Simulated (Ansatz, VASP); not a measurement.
Te in VASP and in Ansatz

```
CELL_PARAMETERS angstrom
0.00000 2.45129 2.45129
2.45129 0.00000 2.45129
2.45129 2.45129 0.00000
ATOMIC_POSITIONS crystal
Te 0.00000 0.00000 0.00000
```

Alike in both runs: task single point; functional BLYP; k mesh 12 × 12 × 12; occupations fermi-dirac, width 0.1 eV; no spin polarisation.

|  | VASP | Ansatz |
| --- | --- | --- |
| version | VASP 6.6.1 | Ansatz 0.2.0 |
| potentials or method | VASP PAW PBE potentials, release 64 (Te), cutoff 520 eV | plane waves (420 eV) with PAW, scalar-relativistic |
| valence electrons in the cell | 6 | 16 |

Ansatz gave:

```
pressure (GPa) : 3.8
```

Estimate VASP's values.

pressure (GPa): 4.0.

VASP's potentials were made for PBE, not for BLYP. VASP's potentials hold 6 valence electrons a cell and Ansatz's 16, so a difference there can come from the potentials and not from the codes.

Spin-orbit coupling is off throughout.
